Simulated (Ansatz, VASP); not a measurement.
## C: VASP beside Ansatz

Contents of INCAR:

```
SYSTEM = C
PREC = Accurate
ENCUT = 520
EDIFF = 1E-6
ISMEAR = -1
SIGMA = 0.05
LREAL = .False.
LASPH = .True.
NELM = 100
ALGO = Normal
ISIF = 2
LWAVE = .False.
LCHARG = .True.
GGA = CA
LELF = .True.
LVHAR = .True.
NBANDS = 11
```

File KPOINTS:

```
regular mesh
0
Gamma
  23 23 12
  0 0 0
```

POSCAR

```
C
1.0
    2.4101377330      0.0000000000      0.0000000000
   -1.2050688665      2.0872405034      0.0000000000
    0.0000000000      0.0000000000      2.1906534992
C
2
Direct
    0.3333333333      0.6666666667      0.2500000000
    0.6666666667      0.3333333333      0.7500000000
```

Input for Ansatz:

```yaml
crystal:
  lattice:
    - [2.410137733, 0.0, 0.0]
    - [-1.2050688665, 2.0872405034, 0.0]
    - [0.0, 0.0, 2.1906534992]
  atoms:
    - { symbol: C, position: [0.3333333333, 0.6666666667, 0.25] }
    - { symbol: C, position: [0.6666666667, 0.3333333333, 0.75] }
kpoints:
  mp_grid: { grid: [23, 23, 12] }
scf:
  occupations: { method: fermi_dirac, width: 0.05 }
hamiltonian:
  xc: lda
  pseudopotentials: { kind: paw }
output:
  forces: true
  stress: true
  eigenvalues: true
  populations: true
```

Change from the starting cell: volume scaled by 0.95, PAW files.

Alike in both runs: task single point; functional LDA; k mesh 23 × 23 × 12; occupations fermi-dirac, width 0.05 eV; no spin polarisation.

```csv
,VASP,Ansatz
version,VASP 6.6.1,Ansatz 0.2.0
potentials or method,"VASP PAW LDA potentials, release 64 (C)","PAW with Ansatz's default frozen-core files, scalar-relativistic"
plane-wave cutoff (eV),520,420
valence electrons in the cell,8,8
```

Ansatz gave:

- pressure (GPa): 18.0
- traceless stress, the component that is largest in VASP (GPa): 0.03

Which values does VASP return?

Pressure (GPa): 19.0; traceless stress, the component that is largest in VASP (GPa): 0.11.

LDA's correlation is that of Perdew and Zunger in VASP and of Perdew and Wang (1992) in Ansatz.
